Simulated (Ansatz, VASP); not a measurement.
**Two plane-wave programs on Si2Sn**

```
Si Sn
1.0
     3.65456    0.00000    0.00000
     0.00000    3.65456    0.00000
     0.00000    0.00000    4.21541
Si Sn
2 1
Direct
  0.50000 0.50000 0.00000
  0.50000 0.50000 0.50000
  0.00000 0.00000 0.50000
```

Alike in both runs: task single point; functional PBE; k mesh 6 × 6 × 4; occupations gaussian, width 0.1 eV; no spin polarisation.

|  | VASP | Ansatz |
| --- | --- | --- |
| version | VASP 6.6.1 | Ansatz 0.2.0 |
| potentials or method | VASP PAW PBE potentials, release 64 (Si, Sn_d), cutoff 520 eV | scalar-relativistic, plane waves, PAW |
| valence electrons in the cell | 22 | 22 |

```tsv
	VASP	Ansatz	Ansatz less VASP
gap on the k mesh at the Fermi level (eV)	none	none	-
pressure (GPa)	23.9	24.1	+0.16
traceless stress, the component that is largest in VASP (GPa)	10.47	10.59	+0.127
```

A gap of «none» marks a metal or a gap that the smearing closes.

The k mesh is coarse, so the values compare programs but aren't converged.
